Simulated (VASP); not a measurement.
# Si2Mo (I4/mmm) in VASP: a series of runs, part 2 of 2

VASP 6.6.1.

## 4. Single point, PBE

This run uses another cell than the first one, of 12.61 Å³/atom.

File INCAR:

```
ALGO     = Normal         # electronic algorithm
EDIFF    = 1E-6           # SCF threshold, eV
ENCUT    = 520            # plane-wave cutoff, eV
GGA      = PE             # functional
ISIF     = 2              # what is computed and relaxed
ISMEAR   = -1             # smearing method
LASPH    = T              # aspherical terms in the spheres
LCHARG   = F              # write CHGCAR
LREAL    = F              # projectors in reciprocal space
LWAVE    = F              # write WAVECAR
NBANDS   = 18             # bands
NELM     = 80             # most SCF steps
PREC     = Accurate       # precision mode
SIGMA    = 0.05           # smearing width, eV
```

File KPOINTS:

```
k-points
0
Gamma
  12 12 12
```

File POSCAR:

```
Si2Mo
1.0
   -1.5673377739      1.5673377739      3.8502632003
    1.5673377739     -1.5673377739      3.8502632003
    1.5673377739      1.5673377739     -3.8502632003
Mo Si
1 2
Direct
    0.0000000000      0.0000000000      0.0000000000
    0.6670000000      0.6670000000      0.0000000000
    0.3330000000      0.3330000000      0.0000000000
```

Potentials or basis: VASP PAW PBE potentials, release 64 (Mo_sv, Si).

The run is started by

```console
$ cat potpaw_PBE.64/Mo_sv/POTCAR potpaw_PBE.64/Si/POTCAR > POTCAR
$ mpirun -np 1 vasp_std > vasp.out
```

OUTCAR:

```text
EDIFF = 1E-6
   ENCUT = 520
   GGA = PE
   ISIF = 2
   ISMEAR = -1
   LASPH = T
   LREAL = F
   NELM = 80
   PREC = Accurate

 ion  position               nearest neighbor table
   1  0.000  0.000  0.000-   2 2.56   3 2.56   2 2.56   3 2.56   2 2.56   3 2.56   3 2.56   2 2.56
                             2 2.56   3 2.56
   2  0.667  0.667  0.000-   3 2.56   3 2.56   3 2.56   3 2.56   1 2.56   1 2.56   1 2.56   1 2.56
                             1 2.56   3 2.57
   3  0.333  0.333  0.000-   2 2.56   2 2.56   2 2.56   2 2.56   1 2.56   1 2.56   1 2.56   1 2.56
                             1 2.56   2 2.57

  LATTYP: Found a body centered tetragonal cell.
 ALAT       =     3.1346755478
 C/A-ratio  =     2.4565625001

  Lattice vectors:

 A1 = (  -1.5673377739,   1.5673377739,   3.8502632003)
 A2 = (   1.5673377739,  -1.5673377739,   3.8502632003)
 A3 = (   1.5673377739,   1.5673377739,  -3.8502632003)

Analysis of symmetry for initial positions (statically):
=====================================================================
 Subroutine PRICEL returns:
 Original cell was already a primitive cell.

 Routine SETGRP: Setting up the symmetry group for a
 body centered tetragonal supercell.

 Subroutine GETGRP returns: Found 16 space group operations
 (whereof 16 operations were pure point group operations)
 out of a pool of 16 trial point group operations.

The static configuration has the point symmetry D_4h.

Analysis of symmetry for dynamics (positions and initial velocities):
=====================================================================
 Subroutine PRICEL returns:
 Original cell was already a primitive cell.

 Routine SETGRP: Setting up the symmetry group for a
 body centered tetragonal supercell.

 Subroutine GETGRP returns: Found 16 space group operations
 (whereof 16 operations were pure point group operations)
 out of a pool of 16 trial point group operations.

The dynamic configuration has the point symmetry D_4h.

 Subroutine INISYM returns: Found 16 space group operations
 (whereof 16 operations are pure point group operations),
 and found     1 'primitive' translations

----------------------------------------------------------------------------------------

                                     Primitive cell

  volume of cell :      37.8334

  direct lattice vectors                    reciprocal lattice vectors
    -1.567337774  1.567337774  3.850263200     0.000000000  0.319012282  0.129861252
     1.567337774 -1.567337774  3.850263200     0.319012282  0.000000000  0.129861252
     1.567337774  1.567337774 -3.850263200     0.319012282  0.319012282  0.000000000

  length of vectors
     4.442704369  4.442704369  4.442704369     0.344431097  0.344431097  0.451151496

  position of ions in fractional coordinates (direct lattice)
     0.000000000  0.000000000  0.000000000
     0.667000000  0.667000000  0.000000000
     0.333000000  0.333000000  0.000000000

  ion indices of the primitive-cell ions
   primitive index   ion index
                 1           1
                 2           2
                 3           3

----------------------------------------------------------------------------------------

 KPOINTS: k-points

Automatic generation of k-mesh.
 Grid dimensions read from file:
 generate k-points for:   12   12   12

 Generating k-lattice:

  Cartesian coordinates                     Fractional coordinates (reciprocal lattice)
     0.000000000  0.026584357  0.010821771     0.083333333 -0.000000000  0.000000000
     0.026584357  0.000000000  0.010821771    -0.000000000  0.083333333  0.000000000
     0.026584357  0.026584357  0.000000000     0.000000000  0.000000000  0.083333333

  Length of vectors
     0.028702591  0.028702591  0.037595958

  Shift w.r.t. Gamma in fractional coordinates (k-lattice)
     0.000000000  0.000000000  0.000000000

 Subroutine IBZKPT returns following result:
 ===========================================

 Found    163 irreducible k-points:

 Following reciprocal coordinates:
            Coordinates               Weight
  0.000000  0.000000  0.000000      1.000000
  0.083333  0.000000 -0.000000      8.000000
  0.166667  0.000000 -0.000000      8.000000
  0.250000  0.000000 -0.000000      8.000000
  0.333333  0.000000 -0.000000      8.000000
  0.416667  0.000000 -0.000000      8.000000
[... 16 lines left out ...]
  0.500000  0.166667 -0.000000     16.000000
 -0.416667  0.166667  0.000000     16.000000
 [... further k-points ...]
   k-points           NKPTS =    163   k-points in BZ     NKDIM =    163   number of bands    NBANDS=     18
   number of dos      NEDOS =    301   number of ions     NIONS =      3
   total plane-waves  NPLWV =  46656
   dimension x,y,z NGX =    36 NGY =   36 NGZ =   36
   dimension x,y,z NGXF=    72 NGYF=   72 NGZF=   72
   ions per type =               1   2
   NGX,Y,Z   is equivalent  to a cutoff of  13.47, 13.47, 13.47 a.u.
   NGXF,Y,Z  is equivalent  to a cutoff of  26.94, 26.94, 26.94 a.u.
 SYSTEM =  unknown system
   PREC   = accura    normal or accurate (medium, high low for compatibility)
   ISTART =      0    job   : 0-new  1-cont  2-samecut
   ICHARG =      2    charge: 1-file 2-atom 10-const
   ISPIN  =      1    spin polarized calculation?
   LNONCOLLINEAR =      F non collinear calculations
   LSORBIT =      F    spin-orbit coupling
   LASPH  =      T    aspherical Exc in radial PAW
   ENCUT  =  520.0 eV  38.22 Ry    6.18 a.u.   8.26  8.26  8.26*2*pi/ulx,y,z
   NELM   =     80;   NELMIN=  2; NELMDL= -5     # of ELM steps
   EDIFF  = 0.1E-05   stopping-criterion for ELM
   LREAL  =      F    real-space projection
   EDIFFG = 0.1E-04   stopping-criterion for IOM
   NSW    =      0    number of steps for IOM
   IBRION =     -1    ionic relax: 0-MD 1-quasi-New 2-CG
   NFREE  =      0    steps in history (QN), initial steepest desc. (CG)
   ISIF   =      2    stress and relaxation
   ISYM   =      2    0-nonsym 1-usesym 2-fastsym
   POTIM  = 0.5000    time-step for ionic-motion
   TEBEG  =    0.0;   TEEND  =   0.0 temperature during run
   PSTRESS=    0.0 pullay stress
   NELECT =      22.0000    total number of electrons
   NUPDOWN=      -1.0000    fix difference up-down
   EMIN   =  10.00;   EMAX   =-10.00  energy-range for DOS
   EFERMI =   0.00;   METHOD = LEGACY
   ISMEAR =    -1;   SIGMA  =   0.05  broadening in eV -4-tet -1-fermi 0-gaus
   EFERMI_NEDOS =   21; number of points for ismear=-14 and -15
   IALGO  =     38    algorithm
   IMIX   =      4    mixing-type and parameters
     AMIX     =   0.40;   BMIX     =  1.00
     AMIX_MAG =   1.60;   BMIX_MAG =  1.00
  volume/ion in A,a.u.               =      12.61        85.10
  Fermi-wavevector in a.u.,A,eV,Ry     =   1.366440  2.582197 25.404225  1.867158
  Thomas-Fermi vector in A             =   2.492580
   LORBIT       =      0    0 simple, 1 ext, 2 COOP (PROOUT), +10 PAW based schemes
   GGA     = PE    functional components
   LHFCALC =     F    Hartree Fock is set to
   AEXX    =    0.0000 exact exchange contribution
   IVDW    =     0    specifies the selected vdW correction
   LEPSILON=     F    determine dielectric tensor
   LRPA    =     F    only Hartree local field effects (RPA)
 non-spin polarized calculation
  energy-cutoff  :      520.00
  volume of cell :       37.83
 maximum number of plane-waves:      1034
 NGX is ok and might be reduce to    36
   NGX = 17   NGY = 17   NGZ = 17

 number of electron      22.0000000 magnetization

 Free energy of the ion-electron system (eV)
  ---------------------------------------------------
  ext. energy  EPLUGINS =         0.00000000
  ---------------------------------------------------
  free energy    TOTEN  =       -23.10619494 eV

  energy without entropy =      -23.10410444  energy(sigma->0) =      -23.10514969

 E-fermi :  13.2249     XC(G=0): -12.7243

 val. band max:       13.1563940260   @ k =  -0.3333  -0.4167   0.3333
 cond. band min:      13.2644628150   @ k =   0.0833   0.0000  -0.0000
 fundamental gap:      0.1080687890
 Fermi energy:        13.2248987376

 k-point     1 :       0.0000    0.0000    0.0000
  band No.  band energies     occupation
      1     -47.4362      2.00000
      2     -21.6463      2.00000
      3     -21.5120      2.00000
      4     -21.5120      2.00000
      5      -0.7272      2.00000
      6       6.4820      2.00000
[... 481 lines left out ...]
      5       2.3587      2.00000
      6       4.9063      2.00000
[... 10 lines left out ...]
     17      20.9041      0.00000
     18      21.8887      0.00000

 [... further k-points ...]

------------------------ aborting loop because EDIFF is reached ----------------------------------------

  FORCE on cell =-STRESS in cart. coord.  units (eV):
  Direction    XX          YY          ZZ          XY          YZ          ZX
  --------------------------------------------------------------------------------------
  -------------------------------------------------------------------------------------
  Total        4.1582613      4.1582613      4.3514042      0.0000000      0.0000000      0.0000000
  in kB      176.0948868    176.0948868    184.2741404      0.0000000      0.0000000      0.0000000
  external PRESSURE =     178.8213047 kB  Pullay stress =       0.0000000 kB

 VOLUME and BASIS-vectors are now :
 -----------------------------------------------------------------------------
  energy-cutoff  :      520.00
  volume of cell :       37.83
      direct lattice vectors                 reciprocal lattice vectors
    -1.567337774  1.567337774  3.850263200     0.000000000  0.319012282  0.129861252
     1.567337774 -1.567337774  3.850263200     0.319012282  0.000000000  0.129861252
     1.567337774  1.567337774 -3.850263200     0.319012282  0.319012282  0.000000000

 POSITION                                       TOTAL-FORCE (eV/Angst)
 -----------------------------------------------------------------------------------
      0.00000      0.00000      0.00000        -0.000000     -0.000000      0.000000
      0.00000      0.00000      5.13625         0.000000      0.000000     -0.170525
      0.00000      0.00000      2.56428         0.000000      0.000000      0.170525
 -----------------------------------------------------------------------------------
    total drift:                                0.000000      0.000000     -0.000000

  FREE ENERGIE OF THE ION-ELECTRON SYSTEM (eV)
  ---------------------------------------------------
  free  energy   TOTEN  =       -23.1061949359 eV

  energy  without entropy=      -23.1041044407  energy(sigma->0) =      -23.10514969
```

Run time: 1.7 min. Hardware: 1 thread of AMD EPYC 9R45 (Zen 5), shared host; peak memory 0.24 GiB.

What came out:

```
Free energy            : -23.1062 eV
Pressure               : 17.9 GPa
Largest force          : 0.171 eV/Å
Band gap on the k mesh : zero (bands 11 and 12 overlap by 1.07 eV)
```

Forces in eV/Å, atoms in the order of the input:
```
Mo   0.000  0.000  0.000
Si   0.000  0.000 -0.171
Si   0.000  0.000  0.171
```

Caveat: the cell stands under pressure.

## 5. Single point, PBE

This run uses another cell than the first one, of 12.88 Å³/atom.

File INCAR:

```
PREC = Accurate
ENCUT = 520
EDIFF = 1E-7
ISMEAR = -1
SIGMA = 0.05
LREAL = False
LASPH = True
NELM = 80
ALGO = Normal
ISIF = 2
LWAVE = False
LCHARG = False
GGA = PE
NBANDS = 18
```

File KPOINTS:

```
Automatic mesh
0
Gamma
  12 12 12
```

File POSCAR:

```
Si2Mo
1.0
   -1.5783757276      1.5783757276      3.8773786233
    1.5783757276     -1.5783757276      3.8773786233
    1.5783757276      1.5783757276     -3.8773786233
Mo Si
1 2
Direct
    0.0000000000      0.0000000000      0.0000000000
    0.6670000000      0.6670000000      0.0000000000
    0.3330000000      0.3330000000      0.0000000000
```

Potentials or basis: VASP PAW PBE potentials, release 64 (Mo_sv, Si).

The run is started by

```console
$ cat potpaw_PBE.64/Mo_sv/POTCAR potpaw_PBE.64/Si/POTCAR > POTCAR
$ mpirun -np 1 vasp_std > vasp.out
```

OUTCAR:

```text
PREC = Accurate
   ENCUT = 520
   EDIFF = 1E-7
   ISMEAR = -1
   LREAL = False
   LASPH = True
   NELM = 80
   ISIF = 2
   GGA = PE

 ion  position               nearest neighbor table
   1  0.000  0.000  0.000-   2 2.58   2 2.58   2 2.58   3 2.58   2 2.58   3 2.58   3 2.58   3 2.58
                             2 2.58   3 2.58
   2  0.667  0.667  0.000-   3 2.58   3 2.58   3 2.58   3 2.58   1 2.58   1 2.58   1 2.58   1 2.58
                             1 2.58   3 2.59
   3  0.333  0.333  0.000-   2 2.58   2 2.58   2 2.58   2 2.58   1 2.58   1 2.58   1 2.58   1 2.58
                             1 2.58   2 2.59

  LATTYP: Found a body centered tetragonal cell.
 ALAT       =     3.1567514552
 C/A-ratio  =     2.4565625000

  Lattice vectors:

 A1 = (  -1.5783757276,   1.5783757276,   3.8773786233)
 A2 = (   1.5783757276,  -1.5783757276,   3.8773786233)
 A3 = (   1.5783757276,   1.5783757276,  -3.8773786233)

Analysis of symmetry for initial positions (statically):
=====================================================================
 Subroutine PRICEL returns:
 Original cell was already a primitive cell.

 Routine SETGRP: Setting up the symmetry group for a
 body centered tetragonal supercell.
[... 170 lines left out ...]

 val. band max:       12.8275506033   @ k =  -0.3333  -0.4167   0.3333
 cond. band min:      12.9373364600   @ k =   0.0833   0.0000   0.0000
 fundamental gap:      0.1097858567
 Fermi energy:        12.8971876209

 k-point     1 :       0.0000    0.0000    0.0000
  band No.  band energies     occupation
      1     -47.7915      2.00000
      2     -21.9847      2.00000
      3     -21.8640      2.00000
      4     -21.8640      2.00000
      5      -0.8886      2.00000
      6       6.2909      2.00000
[... 481 lines left out ...]
      5       2.1472      2.00000
      6       4.6833      2.00000
[... 10 lines left out ...]
     17      20.4523      0.00000
     18      21.3870      0.00000

 [... further k-points ...]

------------------------ aborting loop because EDIFF is reached ----------------------------------------

  FORCE on cell =-STRESS in cart. coord.  units (eV):
  Direction    XX          YY          ZZ          XY          YZ          ZX
  --------------------------------------------------------------------------------------
  -------------------------------------------------------------------------------------
  Total        2.9265278      2.9265278      2.9424702      0.0000000     -0.0000000      0.0000000
  in kB      121.3512485    121.3512485    122.0123149      0.0000000     -0.0000000      0.0000000
  external PRESSURE =     121.5716040 kB  Pullay stress =       0.0000000 kB

 VOLUME and BASIS-vectors are now :
 -----------------------------------------------------------------------------
  energy-cutoff  :      520.00
  volume of cell :       38.64
      direct lattice vectors                 reciprocal lattice vectors
    -1.578375728  1.578375728  3.877378623     0.000000000  0.316781354  0.128953102
     1.578375728 -1.578375728  3.877378623     0.316781354  0.000000000  0.128953102
     1.578375728  1.578375728 -3.877378623     0.316781354  0.316781354  0.000000000

 POSITION                                       TOTAL-FORCE (eV/Angst)
 -----------------------------------------------------------------------------------
      0.00000      0.00000      0.00000         0.000000      0.000000     -0.000000
      0.00000      0.00000      5.17242         0.000000      0.000000     -0.207142
      0.00000      0.00000      2.58233        -0.000000     -0.000000      0.207142
 -----------------------------------------------------------------------------------
    total drift:                                0.000000      0.000000     -0.000000

  FREE ENERGIE OF THE ION-ELECTRON SYSTEM (eV)
  ---------------------------------------------------
  free  energy   TOTEN  =       -23.1815955982 eV

  energy  without entropy=      -23.1794623349  energy(sigma->0) =      -23.18052897
```

OSZICAR:

```text
N       E                     dE             d eps       ncg     rms          rms(c)
DAV:   1     0.121913523704E+03    0.12191E+03   -0.11270E+04  5892   0.116E+03
DAV:   2    -0.209746646764E+02   -0.14289E+03   -0.14004E+03  6990   0.303E+02
DAV:   3    -0.240411916640E+02   -0.30665E+01   -0.30220E+01  7330   0.392E+01
DAV:   4    -0.240584377858E+02   -0.17246E-01   -0.17230E-01  6810   0.314E+00
DAV:   5    -0.240585523392E+02   -0.11455E-03   -0.11455E-03  7046   0.274E-01    0.235E+01
DAV:   6    -0.233228587281E+02    0.73569E+00   -0.52560E+00  6190   0.153E+01    0.542E+00
DAV:   7    -0.232154348648E+02    0.10742E+00   -0.74535E-01  6124   0.526E+00    0.491E+00
DAV:   8    -0.231822861945E+02    0.33149E-01   -0.92317E-02  6368   0.230E+00    0.446E-01
DAV:   9    -0.231816552519E+02    0.63094E-03   -0.16861E-03  6924   0.343E-01    0.242E-01
DAV:  10    -0.231816077050E+02    0.47547E-04   -0.43811E-04  6596   0.177E-01    0.534E-02
DAV:  11    -0.231815981177E+02    0.95873E-05   -0.13106E-04  6484   0.860E-02    0.346E-02
DAV:  12    -0.231815966858E+02    0.14319E-05   -0.22696E-05  6266   0.335E-02    0.113E-02
DAV:  13    -0.231815957317E+02    0.95411E-06   -0.22037E-06  6288   0.121E-02    0.273E-03
DAV:  14    -0.231815956162E+02    0.11546E-06   -0.32773E-08  3438   0.139E-03    0.510E-04
DAV:  15    -0.231815955982E+02    0.18073E-07   -0.43928E-09  3178   0.583E-04
   1 F= -.23181596E+02 E0= -.23180529E+02  d E =-.213326E-02
```

stdout:

```text
POSCAR found type information on POSCAR MoSi
 POSCAR found :  2 types and       3 ions
 scaLAPACK will be used
 LDA part: xc-table for (Slater+PW92), standard interpolation
 POSCAR, INCAR and KPOINTS ok, starting setup
 FFT: planning ... GRIDC
 FFT: planning ... GRID_SOFT
 FFT: planning ... GRID
 WAVECAR not read
 entering main loop
```

It took 1.9 min on 1 thread of AMD EPYC 9R45 (Zen 5), shared host; peak memory 0.24 GiB.

Results:

```yaml
Free_energy: -23.1816 eV
Pressure: 12.2 GPa
Largest_force: 0.207 eV/Å
Band_gap_on_the_k_mesh: zero (bands 11 and 12 overlap by 1.06 eV)
```

Forces on the atoms (eV/Å):
```
Mo   0.000  0.000  0.000
Si   0.000  0.000 -0.207
Si   0.000  0.000  0.207
```

Levels at points of the mesh, in eV from the Fermi level:
```tsv
k point	band 8	band 9	band 10	band 11	band 12	band 13	band 14	band 15
(0.00, 0.00, 0.00)	-3.22	-2.78	-2.78	0.43	2.95	3.34	3.75	3.75
(0.50, 0.00, 0.00)	-4.60	-2.76	-2.64	-0.58	2.41	3.09	4.35	4.35
(0.50, 0.50, 0.00)	-5.26	-4.66	-3.24	-1.14	2.47	2.90	3.17	3.37
(0.50, 0.50, 0.50)	-2.41	-0.62	-0.62	-0.53	-0.53	0.57	4.79	5.65
```

Caveat: the cell stands under pressure.

## 6. Overview

| task | level | cell | cutoff (eV) | gap on the mesh (eV) | pressure (GPa) | largest force (eV/Å) |
| --- | --- | --- | --- | --- | --- | --- |
| relaxation of cell and atoms | PBEsol | relaxed to 2 GPa from a = 4.535 Å, angles 138.7, 138.7, 59.9°, 3 atoms | 600 | none | 2.1 | - |
| relaxation of cell and atoms | PBEsol | relaxed to 5 GPa from a = 4.535 Å, angles 138.7, 138.7, 59.9°, 3 atoms | 600 | none | 4.9 | - |
| single point | PBE | a = 4.443 Å, angles 138.7, 138.7, 59.9°, 3 atoms | 520 | none | 17.9 | 0.17 |
| single point | PBE | a = 4.474 Å, angles 138.7, 138.7, 59.9°, 3 atoms | 520 | none | 12.2 | 0.21 |

Alike in all rows: potentials or basis VASP PAW PBE potentials, release 64 (Mo_sv, Si); no spin polarisation; k mesh 12 × 12 × 12; smearing fermi-dirac 0.05 eV.

Caveats: the cell is relaxed towards a set pressure, so the run minimises the enthalpy, not the energy (at least some runs); the PAW data sets were made with another functional, which shifts forces and pressure a little (at least some runs); the cell stands under pressure (at least some runs).

Total energies depend on the potentials used, so only differences within one code and one set of settings carry meaning.
